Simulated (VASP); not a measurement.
# MoS2 (P-3m1) in VASP: further runs, part 2 of 2

VASP 6.6.1. Earlier steps stand in the parts before.

## Step 3: Single point, PBEsol

This run uses another cell than the first one, of 20.12 Å³/atom, 1.019 times its volume.

INCAR reads:

```
SYSTEM = MoS2
  PREC = Accurate
  ENCUT = 520
  EDIFF = 1E-7
  ISMEAR = 0
  SIGMA = 0.1
  LREAL = .False.
  LASPH = .True.
  NELM = 100
  ALGO = Normal
  ISIF = 2
  LWAVE = .False.
  LCHARG = .True.
  GGA = PS
  LELF = .True.
  LVHAR = .True.
  NBANDS = 20
```

KPOINTS reads:

```
Automatic mesh
0
Gamma
  8 8 4
  0 0 0
```

POSCAR reads:

```
MoS2
1.0
    3.2907642493      0.0000000000      0.0000000000
   -1.6453821246      2.8498854390      0.0000000000
    0.0000000000      0.0000000000      6.4362788402
Mo S
1 2
Direct
    0.0000000000      0.0000000000      0.5000000000
    0.3333333333      0.6666666667      0.2553193200
    0.6666666667      0.3333333333      0.7446806800
```

Potentials or basis: VASP PAW PBE potentials, release 64 (Mo_sv, S).

Started as:

```sh
> cat potpaw_PBE.64/Mo_sv/POTCAR potpaw_PBE.64/S/POTCAR > POTCAR
> mpirun -np 1 vasp_std > vasp.out
```

OUTCAR:

```text
SYSTEM = MoS2
   PREC = Accurate
   ENCUT = 520
   EDIFF = 1E-7
   ISMEAR = 0
   LREAL = .False.
   LASPH = .True.
   NELM = 100
   ISIF = 2
   GGA = PS

 ion  position               nearest neighbor table
   1  0.000  0.000  0.500-   2 2.47   3 2.47   3 2.47   2 2.47   3 2.47   2 2.47
   2  0.333  0.667  0.255-   1 2.47   1 2.47   1 2.47
   3  0.667  0.333  0.745-   1 2.47   1 2.47   1 2.47

  LATTYP: Found a hexagonal cell.
 ALAT       =     3.2907642493
 C/A-ratio  =     1.9558614208

  Lattice vectors:

 A1 = (   3.2907642493,   0.0000000000,   0.0000000000)
 A2 = (  -1.6453821246,   2.8498854390,   0.0000000000)
 A3 = (   0.0000000000,   0.0000000000,   6.4362788402)

Analysis of symmetry for initial positions (statically):
=====================================================================
 Subroutine PRICEL returns:
 Original cell was already a primitive cell.

 Routine SETGRP: Setting up the symmetry group for a
 hexagonal supercell.

 Subroutine GETGRP returns: Found 12 space group operations
 (whereof 12 operations were pure point group operations)
 out of a pool of 24 trial point group operations.

The static configuration has the point symmetry D_3d.

Analysis of symmetry for dynamics (positions and initial velocities):
=====================================================================
 Subroutine PRICEL returns:
 Original cell was already a primitive cell.

 Routine SETGRP: Setting up the symmetry group for a
 hexagonal supercell.

 Subroutine GETGRP returns: Found 12 space group operations
 (whereof 12 operations were pure point group operations)
 out of a pool of 24 trial point group operations.

The dynamic configuration has the point symmetry D_3d.

 Subroutine INISYM returns: Found 12 space group operations
 (whereof 12 operations are pure point group operations),
 and found     1 'primitive' translations

[... 111 lines left out ...]
   ISMEAR =     0;   SIGMA  =   0.10  broadening in eV -4-tet -1-fermi 0-gaus
   EFERMI_NEDOS =   21; number of points for ismear=-14 and -15
   IALGO  =     38    algorithm
   IMIX   =      4    mixing-type and parameters
     AMIX     =   0.40;   BMIX     =  1.00
     AMIX_MAG =   1.60;   BMIX_MAG =  1.00
  volume/ion in A,a.u.               =      20.12       135.78
  Fermi-wavevector in a.u.,A,eV,Ry     =   1.236364  2.336389 20.797803  1.528595
  Thomas-Fermi vector in A             =   2.370975
   LORBIT       =      0    0 simple, 1 ext, 2 COOP (PROOUT), +10 PAW based schemes
   GGA     = PS    functional components
   LHFCALC =     F    Hartree Fock is set to
   AEXX    =    0.0000 exact exchange contribution
   IVDW    =     0    specifies the selected vdW correction
   LEPSILON=     F    determine dielectric tensor
   LRPA    =     F    only Hartree local field effects (RPA)
 non-spin polarized calculation
 Gauss-broadening in eV      SIGMA  =   0.10
  energy-cutoff  :      520.00
  volume of cell :       60.36
 maximum number of plane-waves:      1644
   NGX = 13   NGY = 13   NGZ = 23

 number of electron      26.0000001 magnetization

 Free energy of the ion-electron system (eV)
  ---------------------------------------------------
  ext. energy  EPLUGINS =         0.00000000
  ---------------------------------------------------
  free energy    TOTEN  =       -22.42014744 eV

  energy without entropy =      -22.41163222  energy(sigma->0) =      -22.41588983

 E-fermi :   6.1330     XC(G=0): -10.3437

 val. band max:        6.1326779990   @ k =   0.1250   0.0000   0.0000
 cond. band min:       6.1373101248   @ k =   0.2500   0.2500   0.5000
 fundamental gap:      0.0046321258
 Fermi energy:         6.1329592705

 k-point     1 :       0.0000    0.0000    0.0000
  band No.  band energies     occupation
      1     -55.5898      2.00000
      2     -29.6258      2.00000
      3     -29.6258      2.00000
      4     -29.6012      2.00000
      5      -8.3258      2.00000
      6      -7.0310      2.00000
[... 541 lines left out ...]
     19      13.1565      0.00000
     20      14.6315      0.00000

 [... further k-points ...]

------------------------ aborting loop because EDIFF is reached ----------------------------------------

  FORCE on cell =-STRESS in cart. coord.  units (eV):
  Direction    XX          YY          ZZ          XY          YZ          ZX
  --------------------------------------------------------------------------------------
  -------------------------------------------------------------------------------------
  Total       -3.9918441     -3.9918441     -3.1223236     -0.0000000      0.0000000      0.0000000
  in kB     -105.9558956   -105.9558957    -82.8761327     -0.0000000      0.0000000      0.0000000
  external PRESSURE =     -98.2626413 kB  Pullay stress =       0.0000000 kB

 VOLUME and BASIS-vectors are now :
 -----------------------------------------------------------------------------
  energy-cutoff  :      520.00
  volume of cell :       60.36
      direct lattice vectors                 reciprocal lattice vectors
     3.290764249  0.000000000  0.000000000     0.303880778  0.175445649  0.000000000
    -1.645382125  2.849885439  0.000000000     0.000000000  0.350891298  0.000000000
     0.000000000  0.000000000  6.436278840     0.000000000  0.000000000  0.155369279

 POSITION                                       TOTAL-FORCE (eV/Angst)
 -----------------------------------------------------------------------------------
      0.00000      0.00000      3.21814        -0.000000      0.000000      0.000000
     -0.00000      1.89992      1.64331         0.000000     -0.000000      0.832950
      1.64538      0.94996      4.79297        -0.000000      0.000000     -0.832950
 -----------------------------------------------------------------------------------
    total drift:                                0.000000     -0.000000      0.000000

  FREE ENERGIE OF THE ION-ELECTRON SYSTEM (eV)
  ---------------------------------------------------
  free  energy   TOTEN  =       -22.4201474419 eV

  energy  without entropy=      -22.4116322179  energy(sigma->0) =      -22.41588983
```

OSZICAR:

```text
N       E                     dE             d eps       ncg     rms          rms(c)
DAV:   1     0.193132509154E+03    0.19313E+03   -0.14818E+04  1512   0.121E+03
DAV:   2    -0.160002172578E+02   -0.20913E+03   -0.20373E+03  1684   0.312E+02
DAV:   3    -0.241088494923E+02   -0.81086E+01   -0.80095E+01  1752   0.582E+01
DAV:   4    -0.242174027615E+02   -0.10855E+00   -0.10836E+00  1688   0.694E+00
DAV:   5    -0.242192614384E+02   -0.18587E-02   -0.18584E-02  1740   0.884E-01    0.206E+01
DAV:   6    -0.231832056003E+02    0.10361E+01   -0.18303E+01  1456   0.221E+01    0.905E+00
DAV:   7    -0.225748703590E+02    0.60834E+00   -0.80199E+00  1448   0.139E+01    0.525E+00
DAV:   8    -0.224216844676E+02    0.15319E+00   -0.83959E-01  1552   0.488E+00    0.158E+00
DAV:   9    -0.224218520249E+02   -0.16756E-03   -0.31596E-02  1640   0.105E+00    0.564E-01
DAV:  10    -0.224203731228E+02    0.14789E-02   -0.18609E-02  1556   0.812E-01    0.204E-01
DAV:  11    -0.224201831428E+02    0.18998E-03   -0.10304E-03  1596   0.199E-01    0.691E-02
DAV:  12    -0.224201380577E+02    0.45085E-04   -0.13390E-04  1624   0.699E-02    0.392E-02
DAV:  13    -0.224201472262E+02   -0.91685E-05   -0.83259E-05  1516   0.526E-02    0.104E-02
DAV:  14    -0.224201473824E+02   -0.15624E-06   -0.31985E-06  1736   0.111E-02    0.719E-03
DAV:  15    -0.224201474309E+02   -0.48447E-07   -0.11282E-06  1548   0.531E-03    0.817E-04
DAV:  16    -0.224201474419E+02   -0.11090E-07   -0.37888E-08  1112   0.114E-03
   1 F= -.22420147E+02 E0= -.22415890E+02  d E =-.851522E-02
```

It took 60 s on 1 thread of Intel Xeon 8259CL, shared host; peak memory 0.19 GiB.

Results:

- Free energy: -22.4201 eV
- Pressure: -9.8 GPa
- Largest force: 0.833 eV/Å
- Band gap on the k mesh: zero (band 13 reaches 6.28 eV, above the bottom of band 14 at 5.72 eV)

Forces on the atoms (eV/Å):
```
Mo   0.000  0.000  0.000
S    0.000  0.000  0.833
S    0.000  0.000 -0.833
```

Stress tensor (GPa, compression positive):
```
-10.60   0.00   0.00
  0.00 -10.60   0.00
  0.00   0.00  -8.29
```

Levels at points of the mesh, in eV from the Fermi level:
```csv
k point,band 9,band 10,band 11,band 12,band 13,band 14,band 15,band 16,band 17,band 18
"(0.00, 0.00, 0.00)",-3.80,-1.77,-0.96,-0.87,-0.87,-0.35,-0.35,2.96,2.96,5.58
"(0.50, 0.00, 0.00)",-4.50,-3.86,-3.07,-1.72,-1.64,0.83,1.55,3.36,3.58,5.51
"(0.00, 0.00, 0.50)",-3.79,-3.40,-0.88,-0.88,-0.42,-0.42,-0.12,3.10,3.10,6.00
"(0.50, 0.00, 0.50)",-4.51,-3.91,-2.35,-1.95,-1.58,0.83,1.55,3.08,4.38,4.55
```

Caveat: the PAW data sets were made with another functional, which shifts forces and pressure a little; this functional lacks dispersion, which binds the layers, so the pressure and a relaxed spacing across them are unreliable.
